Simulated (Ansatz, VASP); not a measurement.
## Two plane-wave programs on BeS

Contents of POSCAR:

```
BeS
1.0
    0.0000000000      2.4250000000      2.4250000000
    2.4250000000      0.0000000000      2.4250000000
    2.4250000000      2.4250000000      0.0000000000
Be S
1 1
Direct
    0.0000000000      0.0000000000      0.0000000000
    0.2500000000      0.2500000000      0.2500000000
```

INCAR.step1

```
SYSTEM = BeS
PREC = Accurate
ENCUT = 600
ISMEAR = -1
SIGMA = 0.02
LREAL = .False.
LASPH = .True.
NELM = 100
GGA = PE
ALGO = Normal
EDIFF = 1E-4
LWAVE = .True.
LCHARG = .False.
```

INCAR.step2

```
SYSTEM = BeS
PREC = Accurate
ENCUT = 600
EDIFF = 1E-7
ISMEAR = -1
SIGMA = 0.02
LREAL = .False.
LASPH = .True.
NELM = 100
ALGO = Normal
ISIF = 3
LWAVE = .False.
LCHARG = .False.
METAGGA = R2SCAN
LMIXTAU = .True.
IBRION = 2
NSW = 80
EDIFFG = -0.01
ISTART = 1
```

Contents of KPOINTS:

```
regular mesh
0
Gamma
  10 10 10
  0 0 0
```

Input for Ansatz:

```yaml
crystal:
  lattice:
    - [0.0, 2.425, 2.425]
    - [2.425, 0.0, 2.425]
    - [2.425, 2.425, 0.0]
  atoms:
    - { symbol: Be, position: [0.0, 0.0, 0.0] }
    - { symbol: S, position: [0.25, 0.25, 0.25] }
  symmetry: { tolerance: 0.0003 }
hamiltonian:
  xc: r2scan
  pseudopotentials: { kind: paw, azcp: { folder: soft_1 } }
basis:
  ecutwfc: 500
magnetization:
  spin_polarized: false
scf:
  occupations: { method: fermi_dirac, width: 0.02 }
kpoints:
  mp_grid: { grid: [10, 10, 10], shift: [0, 0, 0] }
output:
  forces: true
  stress: true
  eigenvalues: true
relax:
  max_steps: 60
  cell: {}
```

Alike in both runs: task relaxation of cell and atoms; functional r2SCAN; k mesh 10 × 10 × 10; occupations fermi-dirac, width 0.02 eV; no spin polarisation.

```csv
,VASP,Ansatz
version,VASP 6.6.1,Ansatz 0.2.0
potentials or method,"VASP PAW PBE potentials, release 64 (Be, S), cutoff 600 eV",PAW plane waves
valence electrons in the cell,8,8
```

Ansatz gave:

* gap on the k mesh at the Fermi level, each at its own relaxed structure (eV): 3.59
* relaxed volume (Å³/atom): 14.42
* relaxed cell length with the largest relative difference (Å): 3.442

Estimate VASP's values.

gap on the k mesh at the Fermi level, each at its own relaxed structure (eV): 3.61; relaxed volume (Å³/atom): 14.47; relaxed cell length with the largest relative difference (Å): 3.446.

VASP's potentials were made for PBE, not for r2SCAN.
